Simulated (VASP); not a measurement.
Na2Pd, 3 atoms in the cell. It takes space group P-3m1 (No. 164, trigonal). The conventional cell has a = 3.134 Å, b = 3.134 Å, c = 8.075 Å, α = 90.00°, β = 90.00°, γ = 120.00°. Within 3.8 Å of Na (site symmetry 3m) lie 3 Pd at 2.91 Å and 6 Na at 3.13 Å. Within 3.8 Å of Pd (site symmetry -3m) lie 6 Na at 2.91 Å and 6 Pd at 3.13 Å. The cell was built from a structure type or drawn by symmetry, and may not be a known phase.

```yaml
Program: VASP 6.6.1
Task: relaxation of cell and atoms
Functional: PBE
Potentials_or_basis: VASP PAW PBE potentials, release 64 (Na_pv, Pd)
Cutoff: 600 eV
k_mesh: 18 × 18 × 6
Occupations: gaussian, width 0.1 eV
Spin: no spin polarisation
Dipole_correction: no
Further_INCAR_settings: ALGO = Normal; EDIFF = 1e-07; IBRION = 2; EDIFFG = -0.01; NSW = 100; ISIF = 3
```

Potentials or basis: VASP PAW PBE potentials, release 64 (Na_pv, Pd).

Command:

```sh
$ cat potpaw_PBE.64/Na_pv/POTCAR potpaw_PBE.64/Pd/POTCAR > POTCAR
$ mpirun -np 1 vasp_std > vasp.out
```

Hardware: 1 thread of Intel(R) Xeon(R) Platinum 8488C (Sapphire Rapids) (shared host).

Task: Estimate the wall time of this run.

Result: It took 17 min on 1 thread of Intel(R) Xeon(R) Platinum 8488C (Sapphire Rapids) (shared host), peak memory 0.44 GiB. Counts: scf iterations 72, k points 202, ion steps 9.
